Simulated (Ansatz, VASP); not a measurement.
**ZnS in VASP and in Ansatz**

```
Zn S
1.0
     4.97850    0.00000    0.00000
     0.00000    3.99957    0.00000
     0.00000    0.00000   26.50465
Zn S
1 1
Direct
  0.00000 0.50000 0.28787
  0.00000 0.00000 0.31580
```

Alike in both runs: functional PBE; k mesh 4 × 4 × 1; occupations gaussian, width 0.1 eV; no spin polarisation.

Ansatz relaxed the structure, and its values are those at the end. VASP's run is a single point on that final structure, the one shown.

```csv
,VASP,Ansatz
version,VASP 6.6.1,Ansatz 0.2.0
potentials or method,"VASP PAW PBE potentials, release 64 (Zn, S), cutoff 520 eV","scalar-relativistic, plane waves, PAW"
valence electrons in the cell,18,18
```

```tsv
	VASP	Ansatz	Ansatz less VASP
gap on the k mesh at the Fermi level (eV)	2.11	2.10	-0.018
least direct gap on the mesh (eV)	2.52	2.51	-0.010
rms of the force components (eV/Å)	0.013	0.001	-0.0118
```

Ansatz's warnings: slab cell height set.
